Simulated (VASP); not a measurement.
Write the native input for VASP 6.6.1 that does the following.

* Task: single point
* Functional: PBE
* Potentials or basis: VASP PAW PBE potentials, release 64 (Sc_sv)
* Cutoff: 520 eV
* k mesh: 12 × 12 × 12
* Occupations: fermi-dirac, width 0.08 eV
* Spin: no spin polarisation
* Dipole correction: no
* k mesh for the DOS: 18 × 18 × 18
* Occupations for the DOS: tetrahedron
* Further INCAR settings: ALGO = Normal; EDIFF = 1e-06; NBANDS = 18

Crystal: Sc.

```
CELL_PARAMETERS angstrom
0.00000 3.26703 3.26703
3.26703 0.00000 3.26703
3.26703 3.26703 0.00000
ATOMIC_POSITIONS crystal
Sc 0.87500 0.87500 0.87500
Sc 0.12500 0.12500 0.12500
```

This isn't the form of Sc at room conditions, which is hcp.

One way to write it, as run:

POSCAR

```
Sc
1.0
    0.0000000000      3.2670260426      3.2670260426
    3.2670260426      0.0000000000      3.2670260426
    3.2670260426      3.2670260426      0.0000000000
Sc
2
Direct
   -0.1250000000     -0.1250000000     -0.1250000000
    0.1250000000      0.1250000000      0.1250000000
```

INCAR.step1

```
ALGO = Normal
EDIFF = 1E-6
ENCUT = 520
GGA = PE
ISIF = 2
ISMEAR = -1
LASPH = T
LCHARG = T
LMAXMIX = 4
LREAL = F
LWAVE = F
NBANDS = 18
NELM = 60
PREC = Accurate
SIGMA = 0.08
```

KPOINTS.step1

```
k-points
0
Gamma
  12 12 12
```

INCAR.step2

```
ALGO = Normal
EDIFF = 1E-6
ENCUT = 520
GGA = PE
ICHARG = 11
ISIF = 2
ISMEAR = -5
LASPH = T
LCHARG = F
LMAXMIX = 4
LORBIT = 10
LREAL = F
LWAVE = F
NBANDS = 18
NEDOS = 2001
NELM = 60
PREC = Accurate
SIGMA = 0.08
```

KPOINTS.step2

```
k-points
0
Gamma
  18 18 18
```

Potentials or basis: VASP PAW PBE potentials, release 64 (Sc_sv).

Run with:

```bash
$ cat potpaw_PBE.64/Sc_sv/POTCAR > POTCAR
$ cp INCAR.step1 INCAR
$ cp KPOINTS.step1 KPOINTS
$ mpirun -np 1 vasp_std > vasp.out
$ cp INCAR.step2 INCAR
$ cp KPOINTS.step2 KPOINTS
$ mpirun -np 1 vasp_std > vasp.out
```

Results of the run:

The valence electrons inside the program's atomic spheres are Sc 9.46.

Run time: 86 s on 1 thread of Intel(R) Xeon(R) 6975P-C (Granite Rapids), with other jobs on the host, peak memory 0.33 GiB.
